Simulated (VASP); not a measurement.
# LiCl (I4/mmm) in VASP: a series of runs, part 2 of 2

VASP 6.6.1.

### Step 3. Single point, r2SCAN (strain +0.050 along x and y, +0.025 along z)

Contents of POSCAR:

```
LiCl
1.0
    0.0000000000      2.6929980000      2.6288790000
    2.6929980000      0.0000000000      2.6288790000
    2.6929980000      2.6929980000      0.0000000000
Li Cl
1 1
Direct
    0.0000000000      0.0000000000      0.0000000000
    0.5000000000      0.5000000000      0.5000000000
```

Contents of INCAR.step1:

```
PREC = Accurate
ENCUT = 520
ISMEAR = 0
SIGMA = 0.05
LREAL = False
LASPH = True
NELM = 100
NBANDS = 12
GGA = PE
ALGO = Normal
EDIFF = 1E-4
LWAVE = True
LCHARG = False
```

Contents of INCAR.step2:

```
PREC = Accurate
ENCUT = 520
EDIFF = 1E-6
ISMEAR = 0
SIGMA = 0.05
LREAL = False
LASPH = True
NELM = 100
ALGO = Normal
ISIF = 2
LWAVE = False
LCHARG = True
METAGGA = R2SCAN
LMIXTAU = True
LELF = True
LVHAR = True
NBANDS = 12
ISTART = 1
```

Contents of KPOINTS:

```
Automatic mesh
0
Gamma
  8 8 8
```

Potentials or basis: VASP PAW PBE potentials, release 64 (Li_sv, Cl).

Started as:

```console
cat potpaw_PBE.64/Li_sv/POTCAR potpaw_PBE.64/Cl/POTCAR > POTCAR
cp INCAR.step1 INCAR
mpirun -np 1 vasp_std > vasp.out
cp INCAR.step2 INCAR
mpirun -np 1 vasp_std > vasp.out
```

OUTCAR:

```text
PREC = Accurate
   ENCUT = 520
   EDIFF = 1E-6
   ISMEAR = 0
   LREAL = False
   LASPH = True
   NELM = 100
   ISIF = 2
   METAGGA = R2SCAN
   ISTART = 1

 ion  position               nearest neighbor table
   1  0.000  0.000  0.000-   2 2.63   2 2.63
   2  0.500  0.500  0.500-   1 2.63   1 2.63

  LATTYP: Found a body centered tetragonal cell.
 ALAT       =     3.8084742950
 C/A-ratio  =     1.3805418109

  Lattice vectors:

 A1 = (   0.0000000000,  -2.6929980000,  -2.6288790000)
 A2 = (   0.0000000000,   2.6929980000,  -2.6288790000)
 A3 = (   2.6929980000,   0.0000000000,   2.6288790000)

Analysis of symmetry for initial positions (statically):
=====================================================================
 Subroutine PRICEL returns:
 Original cell was already a primitive cell.

 Routine SETGRP: Setting up the symmetry group for a
 body centered tetragonal supercell.

 Subroutine GETGRP returns: Found 16 space group operations
 (whereof 16 operations were pure point group operations)
 out of a pool of 16 trial point group operations.

The static configuration has the point symmetry D_4h.

Analysis of symmetry for dynamics (positions and initial velocities):
=====================================================================
 Subroutine PRICEL returns:
 Original cell was already a primitive cell.

 Routine SETGRP: Setting up the symmetry group for a
 body centered tetragonal supercell.

 Subroutine GETGRP returns: Found 16 space group operations
 (whereof 16 operations were pure point group operations)
 out of a pool of 16 trial point group operations.

The dynamic configuration has the point symmetry D_4h.

 Subroutine INISYM returns: Found 16 space group operations
 (whereof 16 operations are pure point group operations),
 and found     1 'primitive' translations

----------------------------------------------------------------------------------------

                                     Primitive cell
[... 114 lines left out ...]
  Thomas-Fermi vector in A             =   2.182793
   LORBIT       =      0    0 simple, 1 ext, 2 COOP (PROOUT), +10 PAW based schemes
   METAGGA = R2SCAN    functional components
   LHFCALC =     F    Hartree Fock is set to
   AEXX    =    0.0000 exact exchange contribution
   IVDW    =     0    specifies the selected vdW correction
   LEPSILON=     F    determine dielectric tensor
   LRPA    =     F    only Hartree local field effects (RPA)
 non-spin polarized calculation
 Gauss-broadening in eV      SIGMA  =   0.05
  energy-cutoff  :      520.00
  volume of cell :       38.13
 maximum number of plane-waves:      1037
   NGX = 13   NGY = 13   NGZ = 15

 number of electron       9.9999990 magnetization

 Free energy of the ion-electron system (eV)
  ---------------------------------------------------
  ext. energy  EPLUGINS =         0.00000000
  ---------------------------------------------------
  free energy    TOTEN  =       -12.51763537 eV

  energy without entropy =      -12.51763537  energy(sigma->0) =      -12.51763537

 E-fermi :  -0.2357     XC(G=0):  -8.6068

 val. band max:       -0.6384593778   @ k =   0.0000   0.0000   0.0000
 cond. band min:       5.9742970414   @ k =   0.0000   0.0000   0.0000
 fundamental gap:      6.6127564192
 Fermi energy:        -0.2357466125

 k-point     1 :       0.0000    0.0000    0.0000
  band No.  band energies     occupation
      1     -45.7166      2.00000
      2     -14.2464      2.00000
      3      -0.7020      2.00000
      4      -0.6385      2.00000
      5      -0.6385      2.00000
      6       5.9743      0.00000
      7      11.8195      0.00000
      8      11.8195      0.00000
      9      12.0093      0.00000
     10      14.2207      0.00000
     11      14.2915      0.00000
     12      14.2926      0.00000
[... 331 lines left out ...]
 k-point    24 :       0.3750    0.0000    0.1250
  band No.  band energies     occupation
      1     -45.7155      2.00000
      2     -13.8920      2.00000
      3      -2.4925      2.00000
      4      -1.0475      2.00000
      5      -1.0047      2.00000
      6       7.4796      0.00000
      7       9.5921      0.00000
      8      10.6574      0.00000
      9      10.8127      0.00000
     10      14.0035      0.00000
     11      15.9946      0.00000
     12      16.7044      0.00000

 [... further k-points ...]
[... 5 lines left out ...]
  --------------------------------------------------------------------------------------
  -------------------------------------------------------------------------------------
  Total       -0.9480666     -0.9480666     -0.8648918      0.0000000      0.0000000     -0.0000000
  in kB      -39.8360976    -39.8360976    -36.3412387      0.0000000      0.0000000     -0.0000000
  external PRESSURE =     -38.6711446 kB  Pullay stress =       0.0000000 kB

 VOLUME and BASIS-vectors are now :
 -----------------------------------------------------------------------------
  energy-cutoff  :      520.00
  volume of cell :       38.13
      direct lattice vectors                 reciprocal lattice vectors
     0.000000000  2.692998000  2.628879000    -0.185666681  0.185666681  0.190195136
     2.692998000  0.000000000  2.628879000     0.185666681 -0.185666681  0.190195136
     2.692998000  2.692998000  0.000000000     0.185666681  0.185666681 -0.190195136

 POSITION                                       TOTAL-FORCE (eV/Angst)
 -----------------------------------------------------------------------------------
      0.00000      0.00000      0.00000         0.000000     -0.000000      0.000000
      2.69300      2.69300      2.62888        -0.000000      0.000000      0.000000
 -----------------------------------------------------------------------------------
    total drift:                                0.000000      0.000000      0.000000

  FREE ENERGIE OF THE ION-ELECTRON SYSTEM (eV)
  ---------------------------------------------------
  free  energy   TOTEN  =       -12.5176353700 eV

  energy  without entropy=      -12.5176353700  energy(sigma->0) =      -12.51763537
```

OUTCAR.step1:

```text
PREC = Accurate
   ENCUT = 520
   ISMEAR = 0
   LREAL = False
   LASPH = True
[... 584 lines left out ...]
      0.00000      0.00000      0.00000         0.000000      0.000000      0.000000
      2.69300      2.69300      2.62888        -0.000000     -0.000000      0.000000
 -----------------------------------------------------------------------------------
    total drift:                                0.000000      0.000000      0.000000

  FREE ENERGIE OF THE ION-ELECTRON SYSTEM (eV)
  ---------------------------------------------------
  free  energy   TOTEN  =        -7.3475646281 eV

  energy  without entropy=       -7.3475646281  energy(sigma->0) =       -7.34756463
```

Run time: 66 s. Hardware: 1 thread of Intel Xeon Platinum 8488C (Sapphire Rapids), shared host; peak memory 0.17 GiB.

Results:

| Quantity | Value |
| --- | --- |
| Free energy | -12.5176 eV |
| Band gap on the k mesh | 6.61 eV, direct |

Caveat: the cell differs from its parent crystal (strain +0.050 along x and y, +0.025 along z); the cutoff is under 1.25 times the usual one of these potentials, so pressure, stress and relaxed cells hold a basis-set (Pulay) error; the PAW data sets were made with another functional, which shifts forces and pressure a little. A k mesh can miss the band edges.
